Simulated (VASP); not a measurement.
Runs of VASP 6.6.1 on MgO. The cells are those of the table. 

```tsv
cell	gap on the mesh (eV)	pressure (GPa)	largest force (eV/Å)
a = 3.452, b = 3.452, c = 12.443 Å, angles 86.5, 88.2, 60.0°, 12 atoms	3.08	-1.6	(a)
a = 3.452, b = 3.452, c = 12.496 Å, angles 83.8, 85.6, 60.0°, 12 atoms	2.01	(b)	2.74
a = 3.452, b = 3.452, c = 12.947 Å, angles 75.4, 76.3, 60.0°, 12 atoms	(d)	-1.1	4.57
a = 3.452, b = 3.452, c = 12.460 Å, angles 85.6, 86.5, 60.0°, 12 atoms	(c)	-1.1	2.20
a = 3.452, b = 3.452, c = 12.878 Å, angles 75.3, 78.8, 60.0°, 12 atoms	3.06	-1.6	2.70
```

Alike in all rows: task single point; level LDA; potentials or basis VASP PAW LDA potentials, release 64 (Mg, O); no spin polarisation; k mesh 8 × 8 × 2; cutoff (eV) 520; smearing gaussian 0.05 eV.

Question: Estimate the missing entries.

Answer: (a) 1.48; (b) -0.5; (c) 2.56; (d) 2.97.

Caveats: forces of over 1 eV/Å act on the atoms, so gaps and moduli don't describe the material at rest.

A k mesh can miss the band edges.
